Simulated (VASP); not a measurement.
# Au (P6_3/mmc) in VASP: notebook

The runs below take Au through single point, relaxation of cell and atoms, with PBE.

Everything below comes from runs of VASP 6.6.1. Logs are shortened: lines on timing, memory, paths and dates and some standing lists are left out, and cuts for length are marked.

**1. The cell of the first run**

The structure is hexagonal, space group P6_3/mmc (No. 194). Conventional cell: a = 3.136 Å, b = 3.136 Å, c = 5.115 Å, α = 90.00°, β = 90.00°, γ = 120.00°. Au (site symmetry -6m2) has 12 Au at 3.13 to 3.14 Å within 4.1 Å.

This isn't the form of Au at room conditions, which is fcc.

**2. Single point, PBE**

INCAR reads:

```
SYSTEM = Au
PREC = Accurate
ENCUT = 520
EDIFF = 1E-7
ISMEAR = -1
SIGMA = 0.05
LREAL = .False.
LASPH = .True.
NELM = 80
ALGO = Normal
ISIF = 2
LWAVE = .False.
LCHARG = .True.
GGA = PE
LELF = .True.
LVHAR = .True.
NBANDS = 18
```

KPOINTS reads:

```
regular mesh
0
Gamma
  16 16 9
  0 0 0
```

POSCAR reads:

```
Au
1.0
    3.1362228360      0.0000000000      0.0000000000
   -1.5681114180      2.7160486480      0.0000000000
    0.0000000000      0.0000000000      5.1153955258
Au
2
Direct
    0.3333333333      0.6666666667      0.2500000000
    0.6666666667      0.3333333333      0.7500000000
```

Potentials or basis: VASP PAW PBE potentials, release 64 (Au).

Launch:

```console
cat potpaw_PBE.64/Au/POTCAR > POTCAR
mpirun -np 1 vasp_std > vasp.out
```

OUTCAR:

```text
SYSTEM = Au
   PREC = Accurate
   ENCUT = 520
   EDIFF = 1E-7
   ISMEAR = -1
   LREAL = .False.
   LASPH = .True.
   NELM = 80
   ISIF = 2
   GGA = PE

 ion  position               nearest neighbor table
   1  0.333  0.667  0.250-   2 3.13   2 3.13   2 3.13   2 3.13   2 3.13   2 3.13
   2  0.667  0.333  0.750-   1 3.13   1 3.13   1 3.13   1 3.13   1 3.13   1 3.13

  LATTYP: Found a hexagonal cell.
 ALAT       =     3.1362228360
 C/A-ratio  =     1.6310688983

  Lattice vectors:

 A1 = (   3.1362228360,   0.0000000000,   0.0000000000)
 A2 = (  -1.5681114180,   2.7160486480,   0.0000000000)
 A3 = (   0.0000000000,   0.0000000000,   5.1153955258)

Analysis of symmetry for initial positions (statically):
=====================================================================
 Subroutine PRICEL returns:
 Original cell was already a primitive cell.

 Routine SETGRP: Setting up the symmetry group for a
 hexagonal supercell.

 Subroutine GETGRP returns: Found 24 space group operations
 (whereof 12 operations were pure point group operations)
 out of a pool of 24 trial point group operations.

The static configuration has the point symmetry D_3d.
 The point group associated with its full space group is D_6h.

Analysis of symmetry for dynamics (positions and initial velocities):
=====================================================================
 Subroutine PRICEL returns:
 Original cell was already a primitive cell.

 Routine SETGRP: Setting up the symmetry group for a
 hexagonal supercell.

 Subroutine GETGRP returns: Found 24 space group operations
 (whereof 12 operations were pure point group operations)
 out of a pool of 24 trial point group operations.

The dynamic configuration has the point symmetry D_3d.
 The point group associated with its full space group is D_6h.

 Subroutine INISYM returns: Found 24 space group operations
 (whereof 12 operations are pure point group operations),
 and found     1 'primitive' translations

----------------------------------------------------------------------------------------

                                     Primitive cell

  volume of cell :      43.5736

[... 75 lines left out ...]
   ions per type =               2
   NGX,Y,Z   is equivalent  to a cutoff of  12.72, 12.72, 13.00 a.u.
   NGXF,Y,Z  is equivalent  to a cutoff of  25.44, 25.44, 26.00 a.u.
 SYSTEM =  Au
   PREC   = accura    normal or accurate (medium, high low for compatibility)
   ISTART =      0    job   : 0-new  1-cont  2-samecut
   ICHARG =      2    charge: 1-file 2-atom 10-const
   ISPIN  =      1    spin polarized calculation?
   LNONCOLLINEAR =      F non collinear calculations
   LSORBIT =      F    spin-orbit coupling
   LASPH  =      T    aspherical Exc in radial PAW
   ENCUT  =  520.0 eV  38.22 Ry    6.18 a.u.   5.83  5.83  9.51*2*pi/ulx,y,z
   NELM   =     80;   NELMIN=  2; NELMDL= -5     # of ELM steps
   EDIFF  = 0.1E-06   stopping-criterion for ELM
   LREAL  =      F    real-space projection
   EDIFFG = 0.1E-05   stopping-criterion for IOM
   NSW    =      0    number of steps for IOM
   IBRION =     -1    ionic relax: 0-MD 1-quasi-New 2-CG
   NFREE  =      0    steps in history (QN), initial steepest desc. (CG)
   ISIF   =      2    stress and relaxation
   ISYM   =      2    0-nonsym 1-usesym 2-fastsym
   POTIM  = 0.5000    time-step for ionic-motion
   TEBEG  =    0.0;   TEEND  =   0.0 temperature during run
   PSTRESS=    0.0 pullay stress
   NELECT =      22.0000    total number of electrons
   NUPDOWN=      -1.0000    fix difference up-down
   EMIN   =  10.00;   EMAX   =-10.00  energy-range for DOS
   EFERMI =   0.00;   METHOD = LEGACY
   ISMEAR =    -1;   SIGMA  =   0.05  broadening in eV -4-tet -1-fermi 0-gaus
   EFERMI_NEDOS =   21; number of points for ismear=-14 and -15
   IALGO  =     38    algorithm
   IMIX   =      4    mixing-type and parameters
     AMIX     =   0.40;   BMIX     =  1.00
     AMIX_MAG =   1.60;   BMIX_MAG =  1.00
  volume/ion in A,a.u.               =      21.79       147.02
  Fermi-wavevector in a.u.,A,eV,Ry     =   1.303590  2.463429 23.121034  1.699348
  Thomas-Fermi vector in A             =   2.434582
   LORBIT       =      0    0 simple, 1 ext, 2 COOP (PROOUT), +10 PAW based schemes
   GGA     = PE    functional components
   LHFCALC =     F    Hartree Fock is set to
   AEXX    =    0.0000 exact exchange contribution
   IVDW    =     0    specifies the selected vdW correction
   LEPSILON=     F    determine dielectric tensor
   LRPA    =     F    only Hartree local field effects (RPA)
 non-spin polarized calculation
  energy-cutoff  :      520.00
  volume of cell :       43.57
 maximum number of plane-waves:      1189
 NGX is ok and might be reduce to    24
   NGX = 11   NGY = 11   NGZ = 19

 number of electron      22.0000001 magnetization

 Free energy of the ion-electron system (eV)
  ---------------------------------------------------
  ext. energy  EPLUGINS =         0.00000000
  ---------------------------------------------------
  free energy    TOTEN  =        -5.98378661 eV

  energy without entropy =       -5.97682617  energy(sigma->0) =       -5.98030639

 E-fermi :   5.8993     XC(G=0): -11.2875

 val. band max:        5.8961164062   @ k =   0.1875   0.0625   0.2222
 cond. band min:       5.9298206907   @ k =   0.3750   0.1250   0.3333
 fundamental gap:      0.0337042845
 Fermi energy:         5.8993115001

 k-point     1 :       0.0000    0.0000    0.0000
  band No.  band energies     occupation
      1      -1.6430      2.00000
      2       0.5158      2.00000
      3       2.3159      2.00000
      4       2.4068      2.00000
      5       2.4068      2.00000
      6       2.6254      2.00000
[... 481 lines left out ...]
      5       2.2551      2.00000
      6       2.6312      2.00000
[... 10 lines left out ...]
     17      18.5073      0.00000
     18      18.7925      0.00000

 [... further k-points ...]
[... 5 lines left out ...]
  --------------------------------------------------------------------------------------
  -------------------------------------------------------------------------------------
  Total       -4.0733240     -4.0733240     -3.9832055      0.0000000      0.0000000      0.0000000
  in kB     -149.7738041   -149.7738042   -146.4601975      0.0000000      0.0000000      0.0000000
  external PRESSURE =    -148.6692686 kB  Pullay stress =       0.0000000 kB

 VOLUME and BASIS-vectors are now :
 -----------------------------------------------------------------------------
  energy-cutoff  :      520.00
  volume of cell :       43.57
      direct lattice vectors                 reciprocal lattice vectors
     3.136222836  0.000000000  0.000000000     0.318854894  0.184090959  0.000000000
    -1.568111418  2.716048648  0.000000000     0.000000000  0.368181918  0.000000000
     0.000000000  0.000000000  5.115395526     0.000000000  0.000000000  0.195488305

 POSITION                                       TOTAL-FORCE (eV/Angst)
 -----------------------------------------------------------------------------------
     -0.00000      1.81070      1.27885        -0.000000      0.000000      0.000000
      1.56811      0.90535      3.83655         0.000000     -0.000000      0.000000
 -----------------------------------------------------------------------------------
    total drift:                               -0.000000      0.000000     -0.000000

  FREE ENERGIE OF THE ION-ELECTRON SYSTEM (eV)
  ---------------------------------------------------
  free  energy   TOTEN  =        -5.9837866122 eV

  energy  without entropy=       -5.9768261712  energy(sigma->0) =       -5.98030639
```

Run time: 42 s. Hardware: 1 thread of AMD EPYC 9R45 (Zen 5), shared host; peak memory 0.2 GiB.

Results:

```yaml
Free_energy: -5.9838 eV
Pressure: -14.9 GPa
Band_gap_on_the_k_mesh: zero (bands 11 and 12 overlap by 4.69 eV)
```

Caveat: the cell stands under tension; spin-orbit coupling is left out, which moves the levels of the heavy elements.

**3. Relaxation of cell and atoms, PBE**

This run uses another cell than the first one, of 18.01 Å³/atom.

INCAR reads:

```
ALGO = Normal
EDIFF = 1E-7
EDIFFG = -0.005
ENCUT = 600
GGA = PE
IBRION = 2
ISIF = 3
ISMEAR = -1
LASPH = True
LCHARG = False
LREAL = False
LWAVE = False
NELM = 80
NSW = 45
PREC = Accurate
SIGMA = 0.05
```

KPOINTS reads:

```
k-points
0
Gamma
  16 16 9
```

POSCAR reads:

```
Au
1.0
    2.9280809877      0.0000000000      0.0000000000
   -1.4640404938      2.5357925197      0.0000000000
    0.0000000000      0.0000000000      4.8506766355
Au
2
Direct
    0.3333333333      0.6666666667      0.2500000000
    0.6666666667      0.3333333333      0.7500000000
```

Potentials or basis: VASP PAW PBE potentials, release 64 (Au).

Launch:

```console
cat potpaw_PBE.64/Au/POTCAR > POTCAR
mpirun -np 1 vasp_std > vasp.out
```

It took 70 s on 1 thread of AMD EPYC 9R45 (Zen 5), shared host; peak memory 0.2 GiB.

The run converged. Its results:

| Quantity | Value |
| --- | --- |
| Free energy | -6.4223 eV |
| Relaxed volume | 17.99 Å³/atom |
| Relaxed cell | a = 2.927 Å, b = 2.927 Å, c = 4.849 Å, α = 90.00°, β = 90.00°, γ = 120.00° |
| Space group after relaxing (to 0.1 Å) | P6_3/mmc (No. 194) |
| Energy gained by relaxing | 0.0 meV/atom |
| Ionic steps | 3 |
| Pressure after relaxing | 0.0 GPa |
| Band gap on the k mesh | zero (bands 11 and 12 overlap by 5.60 eV) |

Final structure:
```cif
data_structure
_symmetry_space_group_name_H-M 'P 1'
_symmetry_Int_Tables_number 1
_cell_length_a 2.9271
_cell_length_b 2.9271
_cell_length_c 4.8492
_cell_angle_alpha 90.000
_cell_angle_beta 90.000
_cell_angle_gamma 120.000
_cell_volume 35.98
loop_
_atom_site_label
_atom_site_type_symbol
_atom_site_fract_x
_atom_site_fract_y
_atom_site_fract_z
_atom_site_occupancy
Au1 Au 0.33333 0.66667 0.25000 1
Au2 Au 0.66667 0.33333 0.75000 1
```

Levels at points of the mesh, in eV from the Fermi level:
```csv
k point,band 8,band 9,band 10,band 11,band 12,band 13,band 14,band 15
"(0.00, 0.00, 0.00)",-3.45,-3.45,-2.15,-2.15,-0.80,2.58,14.53,15.90
"(0.50, 0.00, 0.00)",-1.91,-1.90,-1.72,0.32,1.38,5.71,7.05,7.17
```

Caveat: spin-orbit coupling is left out, which moves the levels of the heavy elements.
